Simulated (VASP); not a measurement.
LaO:

```xyz
2
Lattice="3.1600 0.0000 0.0000 0.0000 3.1600 0.0000 0.0000 0.0000 3.1600" Properties=species:S:1:pos:R:3 pbc="T T T"
La    0.0000    0.0000    0.0000
O     1.5800    1.5800    1.5800
```

```yaml
Program: VASP 6.6.1
Task: relaxation of cell and atoms
Functional: PBEsol
Potentials_or_basis: VASP PAW PBE potentials, release 64 (La, O)
Cutoff: 600 eV
k_mesh: 6 × 6 × 6
Occupations: gaussian, width 0.05 eV
Spin: no spin polarisation
```

At the start: pressure -6.3 GPa; volume 15.78 Å³/atom.

Q: How do energy, volume and symmetry change on relaxing?

A: Over 3 steps the energy falls by 16.3 meV/atom and the volume is 14.99 Å³/atom (-5.0 %); space group Pm-3m (No. 221, to 0.1 Å) before and after.

The path:
```tsv
step	energy change (eV)	largest force (eV/Å)	pressure (GPa)	volume (Å³)
1	0.0000	0.0000	-6.32	31.55
2	-0.0112	0.0000	6.06	28.80
3	-0.0326	0.0000	-0.04	29.98
```

Final structure:
```
CELL_PARAMETERS angstrom
3.10663 0.00000 0.00000
0.00000 3.10663 0.00000
0.00000 0.00000 3.10663
ATOMIC_POSITIONS crystal
La 0.00000 0.00000 0.00000
O 0.50000 0.50000 0.50000
```

Caveat: the PAW data sets were made with another functional, which shifts forces and pressure a little; an odd number of electrons without spin polarisation forces a metal; a magnetic or distorted state may lie lower.
